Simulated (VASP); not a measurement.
# Sn2Pd2Au (P3m1) in VASP: further runs

The runs below take Sn2Pd2Au through single point, with LDA.

Program: VASP 6.6.1. These are calculated values, not measurements. Logs are shortened: lines on timing, memory, paths and dates and some standing lists are left out, and cuts for length are marked.

### 1 The cell of the first run

Symmetry: P3m1, No. 156, trigonal system. The conventional cell has a = 4.496 Å, b = 4.496 Å, c = 5.646 Å, α = 90.00°, β = 90.00°, γ = 120.00°. Sn (site symmetry 3m) has 5 Pd at 2.78 to 2.94 Å and 3 Au at 2.94 Å and 3 Sn at 3.53 Å within 3.7 Å. Sn (site symmetry 3m) has 6 Pd at 2.64 to 2.79 Å and 3 Au at 3.20 Å within 3.5 Å. Pd (site symmetry 3m) has 5 Sn at 2.64 to 2.87 Å and 3 Au at 2.94 Å and 3 Pd at 2.99 Å within 3.5 Å. Pd (site symmetry 3m) has 2 Au at 2.76 to 2.88 Å and 6 Sn at 2.79 to 2.94 Å and 3 Pd at 2.99 Å within 3.6 Å. Within 3.6 Å of Au (site symmetry 3m) lie 5 Pd at 2.76 to 2.94 Å and 6 Sn at 2.94 to 3.20 Å.

### 2 Single point, LDA

Contents of INCAR:

```
SYSTEM = Sn2Pd2Au
PREC = Accurate
ENCUT = 520
EDIFF = 1E-6
ISMEAR = -1
SIGMA = 0.05
LREAL = .FALSE.
LASPH = .TRUE.
NELM = 80
ALGO = Normal
ISIF = 2
LWAVE = .FALSE.
LCHARG = .TRUE.
GGA = CA
LELF = .TRUE.
LVHAR = .TRUE.
NBANDS = 38
```

Contents of KPOINTS:

```
regular mesh
0
G
  6 6 4
  0 0 0
```

Contents of POSCAR:

```
Sn2Pd2Au
1.0
    4.4956032660      0.0000000000      0.0000000000
   -2.2478016380      3.8933066306      0.0000000000
    0.0000000000      0.0000000000      5.6463292204
Sn Pd Au
2 2 1
Direct
    0.6666666667      0.3333333333      0.2638450000
    0.0000000000      0.0000000000      0.6874570000
    0.6666666667      0.3333333333      0.7723160000
    0.3333333333      0.6666666667      0.5077940000
    0.3333333333      0.6666666667      0.0185880000
```

Potentials or basis: VASP PAW LDA potentials, release 64 (Sn_d, Pd, Au).

Run with:

```console
$ cat potpaw_LDA.64/Sn_d/POTCAR potpaw_LDA.64/Pd/POTCAR potpaw_LDA.64/Au/POTCAR > POTCAR
$ mpirun -np 1 vasp_std > vasp.out
```

OUTCAR:

```text
SYSTEM = Sn2Pd2Au
   PREC = Accurate
   ENCUT = 520
   EDIFF = 1E-6
   ISMEAR = -1
   LREAL = .FALSE.
   LASPH = .TRUE.
   NELM = 80
   ISIF = 2
   GGA = CA

 ion  position               nearest neighbor table
   1  0.667  0.333  0.264-   3 2.78   3 2.87   4 2.94   4 2.94   4 2.94   5 2.94   5 2.94   5 2.94
                             2 3.53   2 3.53   2 3.53
   2  0.000  0.000  0.687-   3 2.64   3 2.64   3 2.64   4 2.79   4 2.79   4 2.79   5 3.20   5 3.20
                             5 3.20   1 3.53   1 3.53   1 3.53
   3  0.667  0.333  0.772-   2 2.64   2 2.64   2 2.64   1 2.78   1 2.87   5 2.94   5 2.94   5 2.94
                             4 2.99   4 2.99   4 2.99
   4  0.333  0.667  0.508-   5 2.76   2 2.79   2 2.79   2 2.79   5 2.88   1 2.94   1 2.94   1 2.94
                             3 2.99   3 2.99   3 2.99
   5  0.333  0.667  0.019-   4 2.76   4 2.88   1 2.94   1 2.94   1 2.94   3 2.94   3 2.94   3 2.94
                             2 3.20   2 3.20   2 3.20

  LATTYP: Found a hexagonal cell.
 ALAT       =     4.4956032660
 C/A-ratio  =     1.2559669718

  Lattice vectors:

 A1 = (   4.4956032660,   0.0000000000,   0.0000000000)
 A2 = (  -2.2478016380,   3.8933066306,   0.0000000000)
 A3 = (   0.0000000000,   0.0000000000,   5.6463292204)

Analysis of symmetry for initial positions (statically):
=====================================================================
 Subroutine PRICEL returns:
 Original cell was already a primitive cell.

 Routine SETGRP: Setting up the symmetry group for a
 hexagonal supercell.

 Subroutine GETGRP returns: Found  6 space group operations
 (whereof  6 operations were pure point group operations)
 out of a pool of 24 trial point group operations.

The static configuration has the point symmetry C_3v.

Analysis of symmetry for dynamics (positions and initial velocities):
=====================================================================
 Subroutine PRICEL returns:
 Original cell was already a primitive cell.

 Routine SETGRP: Setting up the symmetry group for a
 hexagonal supercell.

 Subroutine GETGRP returns: Found  6 space group operations
 (whereof  6 operations were pure point group operations)
 out of a pool of 24 trial point group operations.

The dynamic configuration has the point symmetry C_3v.

 Subroutine INISYM returns: Found  6 space group operations
 (whereof  6 operations are pure point group operations),
 and found     1 'primitive' translations

----------------------------------------------------------------------------------------

                                     Primitive cell

  volume of cell :      98.8264

  direct lattice vectors                    reciprocal lattice vectors
     4.495603266  0.000000000  0.000000000     0.222439557  0.128425539  0.000000000
    -2.247801638  3.893306631  0.000000000     0.000000000  0.256851077  0.000000000
     0.000000000  0.000000000  5.646329220     0.000000000  0.000000000  0.177106216

  length of vectors
     4.495603266  4.495603266  5.646329220     0.256851077  0.256851077  0.177106216

  position of ions in fractional coordinates (direct lattice)
     0.666666667  0.333333333  0.263845000
     0.000000000  0.000000000  0.687457000
     0.666666667  0.333333333  0.772316000
     0.333333333  0.666666667  0.507794000
     0.333333333  0.666666667  0.018588000

  ion indices of the primitive-cell ions
   primitive index   ion index
                 1           1
                 2           2
                 3           3
                 4           4
                 5           5

----------------------------------------------------------------------------------------

 KPOINTS: regular mesh

Automatic generation of k-mesh.
 Grid dimensions read from file:
 generate k-points for:    6    6    4

 Generating k-lattice:

  Cartesian coordinates                     Fractional coordinates (reciprocal lattice)
     0.037073260  0.021404256  0.000000000     0.166666667  0.000000000  0.000000000
     0.000000000  0.042808513  0.000000000     0.000000000  0.166666667  0.000000000
     0.000000000  0.000000000  0.044276554     0.000000000  0.000000000  0.250000000

  Length of vectors
     0.042808513  0.042808513  0.044276554

  Shift w.r.t. Gamma in fractional coordinates (k-lattice)
     0.000000000  0.000000000  0.000000000

 Subroutine IBZKPT returns following result:
 ===========================================

 Found     24 irreducible k-points:

 Following reciprocal coordinates:
            Coordinates               Weight
  0.000000  0.000000  0.000000      1.000000
  0.166667  0.000000  0.000000      6.000000
  0.333333  0.000000  0.000000      6.000000
  0.500000  0.000000  0.000000      3.000000
  0.166667  0.166667  0.000000      6.000000
  0.333333  0.166667  0.000000     12.000000
[... 16 lines left out ...]
  0.333333  0.166667  0.500000     12.000000
  0.333333  0.333333  0.500000      2.000000
   k-points           NKPTS =     24   k-points in BZ     NKDIM =     24   number of bands    NBANDS=     38
   number of dos      NEDOS =    301   number of ions     NIONS =      5
   total plane-waves  NPLWV =  54432
   dimension x,y,z NGX =    36 NGY =   36 NGZ =   42
   dimension x,y,z NGXF=    72 NGYF=   72 NGZF=   84
   ions per type =               2   2   1
   NGX,Y,Z   is equivalent  to a cutoff of  13.31, 13.31, 12.37 a.u.
   NGXF,Y,Z  is equivalent  to a cutoff of  26.63, 26.63, 24.73 a.u.
 SYSTEM =  Sn2Pd2Au
   PREC   = accura    normal or accurate (medium, high low for compatibility)
   ISTART =      0    job   : 0-new  1-cont  2-samecut
   ICHARG =      2    charge: 1-file 2-atom 10-const
   ISPIN  =      1    spin polarized calculation?
   LNONCOLLINEAR =      F non collinear calculations
   LSORBIT =      F    spin-orbit coupling
   LASPH  =      T    aspherical Exc in radial PAW
   ENCUT  =  520.0 eV  38.22 Ry    6.18 a.u.   8.36  8.36 10.50*2*pi/ulx,y,z
   NELM   =     80;   NELMIN=  2; NELMDL= -5     # of ELM steps
   EDIFF  = 0.1E-05   stopping-criterion for ELM
   LREAL  =      F    real-space projection
   EDIFFG = 0.1E-04   stopping-criterion for IOM
   NSW    =      0    number of steps for IOM
   IBRION =     -1    ionic relax: 0-MD 1-quasi-New 2-CG
   NFREE  =      0    steps in history (QN), initial steepest desc. (CG)
   ISIF   =      2    stress and relaxation
   ISYM   =      2    0-nonsym 1-usesym 2-fastsym
   POTIM  = 0.5000    time-step for ionic-motion
   TEBEG  =    0.0;   TEEND  =   0.0 temperature during run
   PSTRESS=    0.0 pullay stress
   NELECT =      59.0000    total number of electrons
   NUPDOWN=      -1.0000    fix difference up-down
   EMIN   =  10.00;   EMAX   =-10.00  energy-range for DOS
   EFERMI =   0.00;   METHOD = LEGACY
   ISMEAR =    -1;   SIGMA  =   0.05  broadening in eV -4-tet -1-fermi 0-gaus
   EFERMI_NEDOS =   21; number of points for ismear=-14 and -15
   IALGO  =     38    algorithm
   IMIX   =      4    mixing-type and parameters
     AMIX     =   0.40;   BMIX     =  1.00
     AMIX_MAG =   1.60;   BMIX_MAG =  1.00
  volume/ion in A,a.u.               =      19.77       133.38
  Fermi-wavevector in a.u.,A,eV,Ry     =   1.378482  2.604954 25.853979  1.900214
  Thomas-Fermi vector in A             =   2.503540
   LORBIT       =      0    0 simple, 1 ext, 2 COOP (PROOUT), +10 PAW based schemes
   GGA     = CA    functional components
   LHFCALC =     F    Hartree Fock is set to
   AEXX    =    0.0000 exact exchange contribution
   IVDW    =     0    specifies the selected vdW correction
   LEPSILON=     F    determine dielectric tensor
   LRPA    =     F    only Hartree local field effects (RPA)
 non-spin polarized calculation
  energy-cutoff  :      520.00
  volume of cell :       98.83
 maximum number of plane-waves:      2691
 NGX is ok and might be reduce to    36
   NGX = 17   NGY = 17   NGZ = 21

 number of electron      59.0000007 magnetization

 Free energy of the ion-electron system (eV)
  ---------------------------------------------------
  ext. energy  EPLUGINS =         0.00000000
  ---------------------------------------------------
  free energy    TOTEN  =       -28.36256452 eV

  energy without entropy =      -28.35145263  energy(sigma->0) =      -28.35700858

 E-fermi :   8.8925     XC(G=0): -11.8986

 val. band max:        8.8631657486   @ k =   0.1667   0.1667   0.5000
 cond. band min:       8.9454107043   @ k =   0.5000   0.0000   0.0000
 fundamental gap:      0.0822449557
 Fermi energy:         8.8925441907

 k-point     1 :       0.0000    0.0000    0.0000
  band No.  band energies     occupation
      1     -12.6324      2.00000
      2     -12.5996      2.00000
      3     -12.5996      2.00000
      4     -12.5319      2.00000
      5     -12.5319      2.00000
      6     -12.4574      2.00000
[... 30 lines left out ...]
     37      14.1603      0.00000
     38      16.3129      0.00000

 k-point     2 :       0.1667    0.0000    0.0000
  band No.  band energies     occupation
      1     -12.6313      2.00000
      2     -12.5996      2.00000
      3     -12.5994      2.00000
      4     -12.5337      2.00000
      5     -12.5311      2.00000
      6     -12.4576      2.00000
[... 30 lines left out ...]
     37      15.0001      0.00000
     38      15.2547      0.00000

 k-point     3 :       0.3333    0.0000    0.0000
  band No.  band energies     occupation
      1     -12.6289      2.00000
      2     -12.6005      2.00000
      3     -12.5996      2.00000
      4     -12.5367      2.00000
      5     -12.5294      2.00000
      6     -12.4580      2.00000
[... 30 lines left out ...]
     37      15.2618      0.00000
[... 781 lines left out ...]
 k-point    23 :       0.3333    0.1667    0.5000
  band No.  band energies     occupation
      1     -12.6268      2.00000
      2     -12.6010      2.00000
      3     -12.5971      2.00000
      4     -12.5354      2.00000
      5     -12.5288      2.00000
      6     -12.4577      2.00000
[... 30 lines left out ...]
     37      16.5467      0.00000
     38      16.7854      0.00000

 k-point    24 :       0.3333    0.3333    0.5000
  band No.  band energies     occupation
      1     -12.6260      2.00000
      2     -12.6009      2.00000
      3     -12.5973      2.00000
      4     -12.5349      2.00000
      5     -12.5284      2.00000
      6     -12.4556      2.00000
[... 30 lines left out ...]
     37      15.8070      0.00000
     38      17.0447      0.00000

------------------------ aborting loop because EDIFF is reached ----------------------------------------

  FORCE on cell =-STRESS in cart. coord.  units (eV):
  Direction    XX          YY          ZZ          XY          YZ          ZX
  --------------------------------------------------------------------------------------
  -------------------------------------------------------------------------------------
  Total       -3.8979510     -3.8979510     -4.3561190      0.0000000     -0.0000000     -0.0000000
  in kB      -63.1937570    -63.1937569    -70.6215966      0.0000001     -0.0000000     -0.0000000
  external PRESSURE =     -65.6697035 kB  Pullay stress =       0.0000000 kB

 VOLUME and BASIS-vectors are now :
 -----------------------------------------------------------------------------
  energy-cutoff  :      520.00
  volume of cell :       98.83
      direct lattice vectors                 reciprocal lattice vectors
     4.495603266  0.000000000  0.000000000     0.222439557  0.128425539  0.000000000
    -2.247801638  3.893306631  0.000000000     0.000000000  0.256851077  0.000000000
     0.000000000  0.000000000  5.646329220     0.000000000  0.000000000  0.177106216

 POSITION                                       TOTAL-FORCE (eV/Angst)
 -----------------------------------------------------------------------------------
      2.24780      1.29777      1.48976        -0.000000     -0.000000     -0.058080
      0.00000      0.00000      3.88161         0.000000      0.000000      0.001909
      2.24780      1.29777      4.36075         0.000000     -0.000000      0.028381
     -0.00000      2.59554      2.86717        -0.000000      0.000000      0.073785
     -0.00000      2.59554      0.10495        -0.000000     -0.000000     -0.045995
 -----------------------------------------------------------------------------------
    total drift:                                0.000000     -0.000000     -0.000122

  FREE ENERGIE OF THE ION-ELECTRON SYSTEM (eV)
  ---------------------------------------------------
  free  energy   TOTEN  =       -28.3625645242 eV

  energy  without entropy=      -28.3514526267  energy(sigma->0) =      -28.35700858
```

It took 95 s on 1 thread of Intel Xeon Platinum 8488C (Sapphire Rapids), shared host; peak memory 0.24 GiB.

What came out:

- Free energy: -28.3626 eV
- Pressure: -6.6 GPa
- Largest force: 0.074 eV/Å

Forces on the atoms (eV/Å):
```
Sn   0.000  0.000 -0.058
Sn   0.000  0.000  0.002
Pd   0.000  0.000  0.028
Pd   0.000  0.000  0.074
Au   0.000  0.000 -0.046
```

Caveat: spin-orbit coupling is left out, which moves the levels of the heavy elements.

### 3 Single point, LDA

This run uses another cell than the first one, of 20.31 Å³/atom, 1.027 times its volume.

Contents of INCAR:

```
PREC = Accurate ; ENCUT = 520
EDIFF = 1E-6 ; ISMEAR = -1
SIGMA = 0.05 ; LREAL = F
LASPH = T ; NELM = 60
ALGO = Normal ; ISIF = 2
LWAVE = F ; LCHARG = T
GGA = CA ; LELF = T
LVHAR = T ; NBANDS = 38
```

Contents of KPOINTS:

```
Automatic mesh
0
Gamma
  6 6 4
```

Changes to POSCAR since step 2:

```diff
@@ -2,5 +2,5 @@
 1.0
-    4.4956032660      0.0000000000      0.0000000000
-   -2.2478016380      3.8933066306      0.0000000000
-    0.0000000000      0.0000000000      5.6463292204
+    4.5362896700      0.0000000000      0.0000000000
+   -2.2681448400      3.9285420900      0.0000000000
+    0.0000000000      0.0000000000      5.6974300000
 Sn Pd Au
```

Potentials or basis: VASP PAW LDA potentials, release 64 (Sn_d, Pd, Au).

Run with:

```console
$ cat potpaw_LDA.64/Sn_d/POTCAR potpaw_LDA.64/Pd/POTCAR potpaw_LDA.64/Au/POTCAR > POTCAR
$ mpirun -np 1 vasp_std > vasp.out
```

Wall time 94 s (1 thread of Intel Xeon Platinum 8488C (Sapphire Rapids), shared host); peak memory 0.24 GiB.

The run converged. Its results:

* Free energy: -28.2315 eV
* Pressure: -9.0 GPa
* Largest force: 0.111 eV/Å

Forces in eV/Å, atoms in the order of the input:
```
Sn   0.000  0.000 -0.072
Sn   0.000  0.000 -0.006
Pd   0.000  0.000  0.009
Pd   0.000  0.000  0.111
Au   0.000  0.000 -0.042
```

Stress tensor (GPa, compression positive):
```
-8.84  0.00  0.00
 0.00 -8.84  0.00
 0.00  0.00 -9.44
```

Levels at points of the mesh, in eV from the Fermi level:
```csv
k point,band 28,band 29,band 30,band 31,band 32,band 33
"(0.00, 0.00, 0.00)",-0.21,1.84,1.84,1.86,2.69,3.30
"(0.50, 0.00, 0.00)",-1.64,-1.52,-1.09,-0.01,1.54,3.68
"(0.00, 0.00, 0.50)",-0.39,1.49,2.64,2.64,3.37,3.37
"(0.50, 0.00, 0.50)",-1.91,-1.41,0.43,1.45,1.54,2.33
```

Caveat: spin-orbit coupling is left out, which moves the levels of the heavy elements.

### 4 Single point, LDA

This run uses another cell than the first one, of 20.85 Å³/atom, 1.055 times its volume.

Contents of INCAR:

```
SYSTEM = Sn2Pd2Au
  PREC = Accurate
  ENCUT = 520
  EDIFF = 1E-6
  ISMEAR = -1
  SIGMA = 0.05
  LREAL = .False.
  LASPH = .True.
  NELM = 80
  ALGO = Normal
  ISIF = 2
  LWAVE = .False.
  LCHARG = .True.
  GGA = CA
  LELF = .True.
  LVHAR = .True.
  NBANDS = 38
```

Contents of KPOINTS:

```
Automatic mesh
0
Gamma
  6 6 4
  0 0 0
```

Changes to POSCAR since step 3:

```diff
@@ -2,5 +2,5 @@
 1.0
-    4.5362896700      0.0000000000      0.0000000000
-   -2.2681448400      3.9285420900      0.0000000000
-    0.0000000000      0.0000000000      5.6974300000
+    4.5762590393      0.0000000000      0.0000000000
+   -2.2881295247      3.9631565792      0.0000000000
+    0.0000000000      0.0000000000      5.7476302078
 Sn Pd Au
```

Run with:

```console
$ cat potpaw_LDA.64/Sn_d/POTCAR potpaw_LDA.64/Pd/POTCAR potpaw_LDA.64/Au/POTCAR > POTCAR
$ mpirun -np 1 vasp_std > vasp.out
```

It took 82 s on 1 thread of Intel Xeon Platinum 8488C (Sapphire Rapids), shared host; peak memory 0.25 GiB.

The run converged. Its results:

```
Free energy   : -28.0623 eV
Pressure      : -11.1 GPa
Largest force : 0.143 eV/Å
```

Forces in eV/Å, atoms in the order of the input:
```
Sn   0.000  0.000 -0.085
Sn   0.000  0.000 -0.013
Pd   0.000  0.000 -0.008
Pd   0.000  0.000  0.143
Au   0.000  0.000 -0.037
```

Stress tensor (GPa, compression positive):
```
-10.93   0.00   0.00
  0.00 -10.93   0.00
  0.00   0.00 -11.42
```

Levels at points of the mesh, in eV from the Fermi level:
| k point | band 26 | band 27 | band 28 | band 29 | band 30 | band 31 | band 32 | band 33 | band 34 | band 35 |
| --- | --- | --- | --- | --- | --- | --- | --- | --- | --- | --- |
| (0.00, 0.00, 0.00) | -1.70 | -1.70 | -0.22 | 1.81 | 1.82 | 1.82 | 2.54 | 3.22 | 3.22 | 3.87 |
| (0.50, 0.00, 0.00) | -2.09 | -1.83 | -1.56 | -1.46 | -1.06 | -0.07 | 1.49 | 3.62 | 4.12 | 4.47 |
| (0.00, 0.00, 0.50) | -1.94 | -1.94 | -0.47 | 1.43 | 2.59 | 2.59 | 3.29 | 3.29 | 3.81 | 4.75 |
| (0.50, 0.00, 0.50) | -2.18 | -2.14 | -1.86 | -1.36 | 0.44 | 1.40 | 1.53 | 2.22 | 4.58 | 5.66 |

Caveat: spin-orbit coupling is left out, which moves the levels of the heavy elements.

### 5 The runs side by side

```csv
cell,gap on the mesh (eV),pressure (GPa),largest force (eV/Å)
"a = 4.496, b = 4.496, c = 5.646 Å, angles 90.0, 90.0, 120.0°, 5 atoms",none,-6.6,0.07
"a = 4.536, b = 4.536, c = 5.697 Å, angles 90.0, 90.0, 120.0°, 5 atoms",none,-9.0,0.11
"a = 4.576, b = 4.576, c = 5.748 Å, angles 90.0, 90.0, 120.0°, 5 atoms",none,-11.1,0.14
```

Alike in all rows: task single point; level LDA; potentials or basis VASP PAW LDA potentials, release 64 (Sn_d, Pd, Au); no spin polarisation; k mesh 6 × 6 × 4; cutoff (eV) 520; smearing fermi-dirac 0.05 eV.

Caveats: spin-orbit coupling is left out, which moves the levels of the heavy elements.

Total energies depend on the potentials used, so only differences within one code and one set of settings carry meaning.
